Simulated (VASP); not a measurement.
SnO2, 12 atoms in the cell. The structure is monoclinic, space group Cm (No. 8). Conventional cell: a = 5.607 Å, b = 3.237 Å, c = 4.680 Å, α = 90.00°, β = 113.54°, γ = 90.00°. Within 2.7 Å of Sn (site symmetry m) lie 6 O at 2.06 to 2.23 Å. Within 2.8 Å of O (site symmetry m) lie 3 Sn at 2.11 to 2.12 Å and 3 O at 2.63 to 2.77 Å. O (site symmetry m) has 3 Sn at 2.06 to 2.23 Å and 3 O at 2.63 to 2.77 Å within 2.8 Å.  This cell differs from its parent crystal: atoms displaced along a vibrational mode.

| Item | Value |
| --- | --- |
| Program | VASP 6.6.1 |
| Task | single point |
| Functional | PBE |
| Dispersion | D3(BJ) |
| Potentials or basis | VASP PAW PBE potentials, release 64 (Sn_d, O) |
| Cutoff | 520 eV |
| k mesh | 6 × 6 × 6 |
| Occupations | gaussian, width 0.05 eV |
| Spin | no spin polarisation |
| Dipole correction | no |
| Further INCAR settings | ALGO = Normal; EDIFF = 1e-07; NBANDS = 64 |

Potentials or basis: VASP PAW PBE potentials, release 64 (Sn_d, O).

The run is started by

```sh
$ cat potpaw_PBE.64/Sn_d/POTCAR potpaw_PBE.64/O/POTCAR > POTCAR
$ mpirun -np 1 vasp_std > vasp.out
```

Hardware: 1 thread of Oxide Virtual Turin-like Processor (shared host).

**Question.** Estimate the wall time of this run.

**Answer.** Wall time 18 min on 1 thread of Oxide Virtual Turin-like Processor, with other jobs on the host, peak memory 0.54 GiB. Counts: scf iterations 16, k points 68.
